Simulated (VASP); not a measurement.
# AlN (P1) in VASP: further runs

Runs on AlN. Level: PBE. Tasks: single point.

Everything below comes from runs of VASP 6.6.1. Logs are shortened: lines on timing, memory, paths and dates and some standing lists are left out, and cuts for length are marked.

### 1 The cell of the first run

The typed cell holds 2 atoms: a = 3.089 Å, b = 3.089 Å, c = 3.089 Å, α = 60.00°, β = 60.00°, γ = 60.00°.

### 2 Single point, PBE

Contents of INCAR:

```
ALGO = Normal
EDIFF = 1E-6
ENCUT = 520
GGA = PE
ISIF = 2
ISMEAR = 0
LASPH = True
LCHARG = True
LELF = True
LREAL = False
LVHAR = True
LWAVE = False
NBANDS = 11
NELM = 80
PREC = Accurate
SIGMA = 0.01
```

Contents of KPOINTS:

```
k-points
0
Gamma
  6 6 6
```

Contents of POSCAR:

```
AlN
1.0
    0.0000000000      2.1839900000      2.1839900000
    2.1839900000      0.0000000000      2.1839900000
    2.1839900000      2.1839900000      0.0000000000
Al N
1 1
Direct
   -0.0576946980      0.0355075482      0.0445960576
    0.8032374820      0.6821273153      0.6963831834
```

Potentials or basis: VASP PAW PBE potentials, release 64 (Al, N).

Started as:

```console
$ cat potpaw_PBE.64/Al/POTCAR potpaw_PBE.64/N/POTCAR > POTCAR
$ mpirun -np 1 vasp_std > vasp.out
```

OUTCAR:

```text
EDIFF = 1E-6
   ENCUT = 520
   GGA = PE
   ISIF = 2
   ISMEAR = 0
   LASPH = True
   LREAL = False
   NELM = 80
   PREC = Accurate

 ion  position               nearest neighbor table
   1  0.942  0.036  0.045-   2 1.67   2 1.68   2 2.15   2 2.20
   2  0.803  0.682  0.696-   1 1.67   1 1.68   1 2.15   1 2.20

  LATTYP: Found a face centered cubic cell.
 ALAT       =     4.3679800000

  Lattice vectors:

 A1 = (   0.0000000000,   2.1839900000,   2.1839900000)
 A2 = (   2.1839900000,   0.0000000000,   2.1839900000)
 A3 = (   2.1839900000,   2.1839900000,   0.0000000000)

Analysis of symmetry for initial positions (statically):
=====================================================================
 Subroutine PRICEL returns:
 Original cell was already a primitive cell.

 Routine SETGRP: Setting up the symmetry group for a
 face centered cubic supercell.

 Subroutine GETGRP returns: Found  1 space group operations
 (whereof  1 operations were pure point group operations)
 out of a pool of 48 trial point group operations.

The static configuration has the point symmetry C_1 .

Analysis of symmetry for dynamics (positions and initial velocities):
=====================================================================
 Subroutine PRICEL returns:
 Original cell was already a primitive cell.

 Routine SETGRP: Setting up the symmetry group for a
 face centered cubic supercell.

 Subroutine GETGRP returns: Found  1 space group operations
 (whereof  1 operations were pure point group operations)
 out of a pool of 48 trial point group operations.

The dynamic configuration has the point symmetry C_1 .

 Subroutine INISYM returns: Found  1 space group operations
 (whereof  1 operations are pure point group operations),
 and found     1 'primitive' translations

----------------------------------------------------------------------------------------

                                     Primitive cell

  volume of cell :      20.8344

  direct lattice vectors                    reciprocal lattice vectors
     0.000000000  2.183990000  2.183990000    -0.228938777  0.228938777  0.228938777
     2.183990000  0.000000000  2.183990000     0.228938777 -0.228938777  0.228938777
     2.183990000  2.183990000  0.000000000     0.228938777  0.228938777 -0.228938777

  length of vectors
     3.088628278  3.088628278  3.088628278     0.396533594  0.396533594  0.396533594

  position of ions in fractional coordinates (direct lattice)
     0.942305302  0.035507548  0.044596058
     0.803237482  0.682127315  0.696383183

  ion indices of the primitive-cell ions
   primitive index   ion index
                 1           1
                 2           2

----------------------------------------------------------------------------------------

 KPOINTS: k-points

Automatic generation of k-mesh.
 Grid dimensions read from file:
 generate k-points for:    6    6    6

 Generating k-lattice:

  Cartesian coordinates                     Fractional coordinates (reciprocal lattice)
    -0.038156463  0.038156463  0.038156463     0.166666667  0.000000000  0.000000000
     0.038156463 -0.038156463  0.038156463     0.000000000  0.166666667  0.000000000
     0.038156463  0.038156463 -0.038156463     0.000000000  0.000000000  0.166666667

  Length of vectors
     0.066088932  0.066088932  0.066088932

  Shift w.r.t. Gamma in fractional coordinates (k-lattice)
     0.000000000  0.000000000  0.000000000

 Subroutine IBZKPT returns following result:
 ===========================================

 Found    112 irreducible k-points:

 Following reciprocal coordinates:
            Coordinates               Weight
  0.000000  0.000000  0.000000      1.000000
  0.166667  0.000000  0.000000      2.000000
  0.000000  0.166667  0.000000      2.000000
  0.000000  0.000000  0.166667      2.000000
  0.166667  0.166667  0.166667      2.000000
  0.333333  0.000000  0.000000      2.000000
[... 16 lines left out ...]
  0.166667 -0.166667 -0.166667      2.000000
  0.333333  0.333333  0.166667      2.000000
 [... further k-points ...]
   k-points           NKPTS =    112   k-points in BZ     NKDIM =    112   number of bands    NBANDS=     11
   number of dos      NEDOS =    301   number of ions     NIONS =      2
   total plane-waves  NPLWV =  13824
   dimension x,y,z NGX =    24 NGY =   24 NGZ =   24
   dimension x,y,z NGXF=    48 NGYF=   48 NGZF=   48
   ions per type =               1   1
   NGX,Y,Z   is equivalent  to a cutoff of  12.92, 12.92, 12.92 a.u.
   NGXF,Y,Z  is equivalent  to a cutoff of  25.84, 25.84, 25.84 a.u.
 SYSTEM =  unknown system
   PREC   = accura    normal or accurate (medium, high low for compatibility)
   ISTART =      0    job   : 0-new  1-cont  2-samecut
   ICHARG =      2    charge: 1-file 2-atom 10-const
   ISPIN  =      1    spin polarized calculation?
   LNONCOLLINEAR =      F non collinear calculations
   LSORBIT =      F    spin-orbit coupling
   LASPH  =      T    aspherical Exc in radial PAW
   ENCUT  =  520.0 eV  38.22 Ry    6.18 a.u.   5.74  5.74  5.74*2*pi/ulx,y,z
   NELM   =     80;   NELMIN=  2; NELMDL= -5     # of ELM steps
   EDIFF  = 0.1E-05   stopping-criterion for ELM
   LREAL  =      F    real-space projection
   EDIFFG = 0.1E-04   stopping-criterion for IOM
   NSW    =      0    number of steps for IOM
   IBRION =     -1    ionic relax: 0-MD 1-quasi-New 2-CG
   NFREE  =      0    steps in history (QN), initial steepest desc. (CG)
   ISIF   =      2    stress and relaxation
   ISYM   =      2    0-nonsym 1-usesym 2-fastsym
   POTIM  = 0.5000    time-step for ionic-motion
   TEBEG  =    0.0;   TEEND  =   0.0 temperature during run
   PSTRESS=    0.0 pullay stress
   NELECT =       8.0000    total number of electrons
   NUPDOWN=      -1.0000    fix difference up-down
   EMIN   =  10.00;   EMAX   =-10.00  energy-range for DOS
   EFERMI =   0.00;   METHOD = LEGACY
   ISMEAR =     0;   SIGMA  =   0.01  broadening in eV -4-tet -1-fermi 0-gaus
   EFERMI_NEDOS =   21; number of points for ismear=-14 and -15
   IALGO  =     38    algorithm
   IMIX   =      4    mixing-type and parameters
     AMIX     =   0.40;   BMIX     =  1.00
     AMIX_MAG =   1.60;   BMIX_MAG =  1.00
  volume/ion in A,a.u.               =      10.42        70.30
  Fermi-wavevector in a.u.,A,eV,Ry     =   1.189901  2.248587 19.264006  1.415865
  Thomas-Fermi vector in A             =   2.325998
   LORBIT       =      0    0 simple, 1 ext, 2 COOP (PROOUT), +10 PAW based schemes
   GGA     = PE    functional components
   LHFCALC =     F    Hartree Fock is set to
   AEXX    =    0.0000 exact exchange contribution
   IVDW    =     0    specifies the selected vdW correction
   LEPSILON=     F    determine dielectric tensor
   LRPA    =     F    only Hartree local field effects (RPA)
 non-spin polarized calculation
 Gauss-broadening in eV      SIGMA  =   0.01
  energy-cutoff  :      520.00
  volume of cell :       20.83
 maximum number of plane-waves:       568
   NGX = 11   NGY = 11   NGZ = 11

 number of electron       8.0000000 magnetization

 Free energy of the ion-electron system (eV)
  ---------------------------------------------------
  ext. energy  EPLUGINS =         0.00000000
  ---------------------------------------------------
  free energy    TOTEN  =       -13.55106144 eV

  energy without entropy =      -13.55106144  energy(sigma->0) =      -13.55106144

 E-fermi :   6.9591     XC(G=0): -10.9141

 val. band max:        6.8014276914   @ k =   0.0000   0.0000   0.0000
 cond. band min:       9.1255284235   @ k =   0.5000   0.5000   0.0000
 fundamental gap:      2.3241007321
 Fermi energy:         6.9590530597

 k-point     1 :       0.0000    0.0000    0.0000
  band No.  band energies     occupation
      1      -9.0689      2.00000
      2       4.7984      2.00000
      3       6.1121      2.00000
      4       6.8014      2.00000
      5       9.7169      0.00000
      6      18.4599      0.00000
      7      18.5521      0.00000
      8      18.8296      0.00000
      9      23.3312      0.00000
     10      23.4194      0.00000
     11      23.5664      0.00000

 k-point     2 :       0.1667    0.0000    0.0000
  band No.  band energies     occupation
      1      -8.6861      2.00000
      2       4.4436      2.00000
      3       4.6851      2.00000
      4       6.2760      2.00000
      5      11.3726      0.00000
      6      17.0664      0.00000
      7      18.7561      0.00000
      8      18.8444      0.00000
      9      22.0403      0.00000
     10      22.6347      0.00000
     11      23.1482      0.00000

 k-point     3 :       0.0000    0.1667    0.0000
  band No.  band energies     occupation
      1      -8.6657      2.00000
      2       3.4741      2.00000
      3       5.7392      2.00000
      4       6.6235      2.00000
      5      10.9387      0.00000
      6      16.8409      0.00000
      7      18.5879      0.00000
      8      19.8319      0.00000
      9      21.2323      0.00000
     10      22.0365      0.00000
     11      23.8355      0.00000

 k-point     4 :       0.0000    0.0000    0.1667
  band No.  band energies     occupation
      1      -8.6659      2.00000
      2       3.4840      2.00000
      3       5.7217      2.00000
      4       6.6234      2.00000
      5      10.9463      0.00000
      6      16.8189      0.00000
      7      18.5665      0.00000
      8      19.8481      0.00000
      9      21.2640      0.00000
     10      22.0882      0.00000
     11      23.8084      0.00000
[... 239 lines left out ...]
 k-point    22 :       0.1667    0.3333    0.0000
  band No.  band energies     occupation
      1      -7.7323      2.00000
      2       1.8237      2.00000
      3       5.1214      2.00000
      4       5.7309      2.00000
      5      11.9577      0.00000
      6      15.4410      0.00000
      7      16.6114      0.00000
      8      20.0589      0.00000
      9      20.8148      0.00000
     10      25.1831      0.00000
     11      26.3943      0.00000

 k-point    23 :       0.1667   -0.1667   -0.1667
  band No.  band energies     occupation
      1      -7.7830      2.00000
      2       2.4617      2.00000
      3       4.0763      2.00000
      4       5.5066      2.00000
      5      12.6226      0.00000
      6      16.0940      0.00000
      7      16.9412      0.00000
      8      19.1432      0.00000
      9      21.2038      0.00000
     10      25.1243      0.00000
     11      25.3585      0.00000

 k-point    24 :       0.3333    0.3333    0.1667
  band No.  band energies     occupation
      1      -7.7832      2.00000
      2       2.4885      2.00000
      3       4.2446      2.00000
      4       5.5216      2.00000
      5      12.4122      0.00000
      6      15.4572      0.00000
      7      16.6270      0.00000
      8      19.5114      0.00000
      9      21.7128      0.00000
     10      24.8695      0.00000
     11      26.7400      0.00000

 [... further k-points ...]
[... 5 lines left out ...]
  --------------------------------------------------------------------------------------
  -------------------------------------------------------------------------------------
  Total        0.2184620      5.0904589      5.1181160     -0.1586988     -5.0534370      0.1758913
  in kB       16.7998209    391.4583695    393.5852169    -12.2040045   -388.6113719     13.5261132
  external PRESSURE =     267.2811358 kB  Pullay stress =       0.0000000 kB

 VOLUME and BASIS-vectors are now :
 -----------------------------------------------------------------------------
  energy-cutoff  :      520.00
  volume of cell :       20.83
      direct lattice vectors                 reciprocal lattice vectors
     0.000000000  2.183990000  2.183990000    -0.228938777  0.228938777  0.228938777
     2.183990000  0.000000000  2.183990000     0.228938777 -0.228938777  0.228938777
     2.183990000  2.183990000  0.000000000     0.228938777  0.228938777 -0.228938777

 POSITION                                       TOTAL-FORCE (eV/Angst)
 -----------------------------------------------------------------------------------
      0.17495      2.15538      2.13553        -5.222473      0.246485     -0.401128
      3.01065      3.27516      3.24402         5.222473     -0.246485      0.401128
 -----------------------------------------------------------------------------------
    total drift:                                0.000815     -0.000030      0.000064

  FREE ENERGIE OF THE ION-ELECTRON SYSTEM (eV)
  ---------------------------------------------------
  free  energy   TOTEN  =       -13.5510614409 eV

  energy  without entropy=      -13.5510614409  energy(sigma->0) =      -13.55106144
```

Wall time 12 s (1 thread of Intel Xeon Platinum 8488C (Sapphire Rapids), shared host); peak memory 0.15 GiB.

Results:

- Free energy: -13.5511 eV
- Pressure: 26.7 GPa
- Largest force: 5.244 eV/Å
- Band gap on the k mesh: 2.32 eV, indirect (least direct gap 2.92 eV)

Forces on the atoms (eV/Å):
```
Al  -5.222  0.246 -0.401
N    5.222 -0.246  0.401
```

Levels at points of the mesh, in eV from the valence-band top:
| k point | band 1 | band 2 | band 3 | band 4 | band 5 | band 6 | band 7 | band 8 | band 9 |
| --- | --- | --- | --- | --- | --- | --- | --- | --- | --- |
| (0.00, 0.00, 0.00) | -15.87 | -2.00 | -0.69 | 0.00 | 2.92 | 11.66 | 11.75 | 12.03 | 16.53 |
| (0.50, 0.00, 0.00) | -13.93 | -6.34 | -2.42 | -0.90 | 6.20 | 8.85 | 10.38 | 10.51 | 15.87 |
| (0.00, 0.50, 0.00) | -13.78 | -7.00 | -1.41 | -0.63 | 5.83 | 8.18 | 9.97 | 11.38 | 15.92 |
| (0.00, 0.00, 0.50) | -13.79 | -6.99 | -1.44 | -0.63 | 5.83 | 8.19 | 9.95 | 11.41 | 15.91 |
| (0.50, 0.50, 0.50) | -13.92 | -6.40 | -2.42 | -0.78 | 6.09 | 8.81 | 10.47 | 10.56 | 15.83 |
| (0.50, 0.50, 0.00) | -13.22 | -5.88 | -2.51 | -2.32 | 2.32 | 6.80 | 12.02 | 15.17 | 15.71 |
| (0.00, 0.50, 0.50) | -13.26 | -5.70 | -3.51 | -2.06 | 2.64 | 7.91 | 12.24 | 14.81 | 14.84 |
| (0.50, 0.00, 0.50) | -13.22 | -5.88 | -2.51 | -2.32 | 2.32 | 6.80 | 12.02 | 15.17 | 15.71 |

Caveat: forces of over 1 eV/Å act on the atoms, so gaps and moduli don't describe the material at rest. PBE gaps usually lie below the measured ones, often by a third to a half.

(Continued in part 2 of 2.)
